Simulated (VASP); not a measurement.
Crystal: CoPd3.

```
CELL_PARAMETERS angstrom
3.85037 0.00000 0.00000
0.00000 3.85037 0.00000
0.00000 0.00000 3.85037
ATOMIC_POSITIONS crystal
Co 0.00000 0.00000 0.00000
Pd 0.00000 0.50000 0.50000
Pd 0.50000 0.00000 0.50000
Pd 0.50000 0.50000 0.00000
```

Base run:

```yaml
Program: VASP 6.6.1
Functional: BLYP
Potentials_or_basis: VASP PAW PBE potentials, release 64 (Co, Pd)
Cutoff: 520 eV
k_mesh: 6 × 6 × 6
Occupations: fermi-dirac, width 0.1 eV
Spin: collinear spin, ferromagnetic start
Starting_moments: "[2.5, 0.0, 0.0, 0.0] μB"
```

Its results: pressure 12.4 GPa; net moment 2.63 μB per cell; site moments Co +1.93; Pd +0.24 μB.

Question: The run is repeated on the same cell with these changes: functional from BLYP to PBEsol; further incar settings from ALGO = Normal; EDIFF = 1e-06; NBANDS = 32 to ALGO = Normal; EDIFF = 1e-07; NBANDS = 32. What comes out?

Answer: Pressure -7.3 GPa; net moment 2.78 μB per cell; site moments Co +2.00; Pd +0.26 μB.

Caveats: the PAW data sets were made with another functional, which shifts forces and pressure a little.
